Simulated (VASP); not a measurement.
Here is a VASP 6.6.1 calculation.

Contents of INCAR:

```
ALGO = Normal
DIPOL = 0.5 0.5 0.377
EDIFF = 1E-6
ENCUT = 520
GGA = PE
IDIPOL = 3
ISIF = 2
ISMEAR = 0
IVDW = 12
LASPH = T
LCHARG = T
LDIPOL = T
LELF = T
LREAL = F
LVACPOTAV = T
LVHAR = T
LWAVE = F
NBANDS = 36
NELM = 80
PREC = Accurate
SIGMA = 0.1
```

File KPOINTS:

```
k-points
0
Gamma
  9 9 1
```

Contents of POSCAR:

```
Ge
1.0
    4.0226895311      0.0000000000      0.0000000000
   -2.0113447656      3.4837513255      0.0000000000
    0.0000000000      0.0000000000     18.8685220517
Ge
4
Direct
    0.3333333333      0.6666666667      0.2747571332
    0.6666666667      0.3333333333      0.2384924472
    0.8888888889      1.4444444444      0.5150653573
    1.2222222222      1.1111111111      0.4788006714
```

Potentials or basis: VASP PAW PBE potentials, release 64 (Ge_d).

Run with:

```bash
$ cat potpaw_PBE.64/Ge_d/POTCAR > POTCAR
$ mpirun -np 1 vasp_std > vasp.out
```

Task: Estimate the dispersion energy per atom.

Result: -0.202 eV.

Task: Estimate the band gap on the k mesh.

Result: 0.45 eV, direct.

Task: Predict the largest force.

Result: 0.136 eV/Å.

Forces on the atoms (eV/Å):
```
Ge  -0.012 -0.007  0.136
Ge   0.009  0.005  0.019
Ge  -0.009 -0.005 -0.019
Ge   0.012  0.007 -0.136
```
